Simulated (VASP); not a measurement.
A run of VASP 6.6.1:

INCAR

```
SYSTEM = MoS2
ALGO     = Normal         ! electronic algorithm
EDIFF    = 1E-6           ! SCF threshold, eV
ENCUT    = 520            ! plane-wave cutoff, eV
GGA      = PE             ! functional
ISIF     = 2              ! what is computed and relaxed
ISMEAR   = 0              ! smearing method
LASPH    = .TRUE.         ! aspherical terms in the spheres
LCHARG   = .FALSE.        ! write CHGCAR
LREAL    = .FALSE.        ! projectors in reciprocal space
LWAVE    = .FALSE.        ! write WAVECAR
NBANDS   = 20             ! bands
NELM     = 80             ! most SCF steps
PREC     = Accurate       ! precision mode
SIGMA    = 0.02           ! smearing width, eV
```

File KPOINTS:

```
k-points
0
G
  12 12 12
  0 0 0
```

The input POSCAR:

```
MoS2
1.0
    1.5180756351      0.8764613766      5.3919075688
   -1.5180756351      0.8764613766      5.3919075688
    0.0000000000     -1.7529227531      5.3919075688
Mo S
1 2
Direct
    0.9995941002      0.9995941002      0.9995941002
    0.4300028725      0.4300028725      0.4300028725
    0.2364040272      0.2364040272      0.2364040272
```

Potentials or basis: VASP PAW PBE potentials, release 64 (Mo_sv, S).

Command:

```sh
$ cat potpaw_PBE.64/Mo_sv/POTCAR potpaw_PBE.64/S/POTCAR > POTCAR
$ mpirun -np 1 vasp_std > vasp.out
```

Hardware: 1 thread of AMD EPYC 9R45 96-Core Processor (Zen 5), on a shared host.

**Question.** How long does it take, and how much memory?

**Answer.** Run time: 3.3 min on 1 thread of AMD EPYC 9R45 96-Core Processor (Zen 5), with other jobs on the host, peak memory 0.32 GiB. Counts: scf iterations 14, k points 189.
